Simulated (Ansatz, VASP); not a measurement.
# BaHfO3: VASP beside Ansatz

```
Ba Hf O
1.0
     4.28708    0.00000    0.00000
     0.00000    4.28708    0.00000
     0.00000    0.00000    3.94488
Ba Hf O
1 1 3
Cartesian
  2.1435 2.1435 3.9308
  0.0000 0.0000 1.9641
  0.0000 2.1435 1.9681
  2.1435 0.0000 1.9681
  0.0000 0.0000 3.9368
```

Alike in both runs: task single point; functional PBEsol; k mesh 6 × 6 × 6; occupations gaussian, width 0.05 eV; no spin polarisation.

|  | VASP | Ansatz |
| --- | --- | --- |
| version | VASP 6.6.1 | Ansatz 0.2.0 |
| potentials or method | VASP PAW PBE potentials, release 64 (Ba_sv, Hf_pv, O), cutoff 520 eV | scalar-relativistic, plane waves, PAW |
| valence electrons in the cell | 38 | 54 |

```tsv
	VASP	Ansatz	Ansatz less VASP
gap on the k mesh at the Fermi level (eV)	3.13	3.18	+0.052
least direct gap on the mesh (eV)	3.23	3.18	-0.050
pressure (GPa)	0.2	0.5	+0.32
traceless stress, the component that is largest in VASP (GPa)	16.08	16.05	-0.028
rms of the force components (eV/Å)	0.009	0.008	-0.0014
```

VASP's potentials were made for PBE, not for PBEsol. Atom by atom the forces differ by 0.002 eV/Å (rms over components). VASP's potentials hold 38 valence electrons a cell and Ansatz's 54, so a difference there can come from the potentials and not from the codes.

Spin-orbit coupling is off throughout.
